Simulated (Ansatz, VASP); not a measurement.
## Two plane-wave programs on TaN

```
Ta N
1.0
     0.00000    2.20851    2.20851
     2.20851    0.00000    2.20851
     2.20851    2.20851    0.00000
Ta N
1 1
Direct
  0.00000 0.00000 0.00000
  0.50000 0.50000 0.50000
```

Alike in both runs: functional PBE; k mesh 15 × 15 × 15; occupations fermi-dirac, width 0.08 eV; no spin polarisation.

Ansatz relaxed the structure, and its values are those at the end. VASP's run is a single point on that final structure, the one shown.

|  | VASP | Ansatz |
| --- | --- | --- |
| version | VASP 6.6.1 | Ansatz 0.2.0 |
| potentials or method | VASP PAW PBE potentials, release 64 (Ta_pv, N) | PAW with Ansatz's default frozen-core files, scalar-relativistic |
| plane-wave cutoff (eV) | 520 | 420 |
| valence electrons in the cell | 16 | 18 |

|  | VASP | Ansatz | Ansatz less VASP |
| --- | --- | --- | --- |
| pressure (GPa) | 0.8 | 0.0 | -0.79 |

VASP's potentials hold 16 valence electrons a cell and Ansatz's 18, so a difference there can come from the potentials and not from the codes.

Neither program's run includes spin-orbit coupling.
